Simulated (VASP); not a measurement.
A run of VASP 6.6.1 is set up as follows.

INCAR

```
  ALGO = Normal
  EDIFF = 1E-7
  ENCUT = 520
  GGA = PS
  ISIF = 2
  ISMEAR = -1
  LASPH = True
  LCHARG = False
  LREAL = False
  LWAVE = False
  NBANDS = 39
  NELM = 60
  PREC = Accurate
  SIGMA = 0.05
```

Contents of KPOINTS:

```
k-points
0
Gamma
  4 4 4
```

The input POSCAR:

```
Rb2SnF4
1.0
   -2.0105864887      2.5923468332      6.1369356754
    2.3601569346     -3.9226217324      6.9238653231
    1.9068621711      3.8077945520     -6.7377184693
Rb Sn F
2 1 4
Direct
    0.5333825059      0.6096786768      0.0948491832
    0.2135094493      0.7923726484      0.5190938722
   -0.0051009368      0.1219179087      0.1421817499
    0.1867274160     -0.0263452389      0.3425810614
    0.6950059009      0.7271702643      0.6201027533
    0.2629432598      0.8935986022      0.9710135456
    0.9012973704      0.1821273520     -0.1388827802
```

Potentials or basis: VASP PAW PBE potentials, release 64 (Rb_sv, Sn_d, F).

The run is started by

```sh
$ cat potpaw_PBE.64/Rb_sv/POTCAR potpaw_PBE.64/Sn_d/POTCAR potpaw_PBE.64/F/POTCAR > POTCAR
$ mpirun -np 1 vasp_std > vasp.out
```

Predict the band gap on the k mesh.

3.38 eV (least direct gap 4.00 eV).

Estimate the pressure.

0.0 GPa.

Forces in eV/Å, atoms in the order of the input:
```
Rb  -0.009  0.002  0.002
Rb  -0.002  0.000  0.006
Sn   0.122 -0.006 -0.007
F   -0.005  0.019 -0.016
F   -0.056 -0.037 -0.036
F   -0.050  0.033  0.040
F    0.000 -0.010  0.012
```

Caveat: the PAW data sets were made with another functional, which shifts forces and pressure a little; spin-orbit coupling is left out, which moves the levels of the heavy elements. A k mesh can miss the band edges.
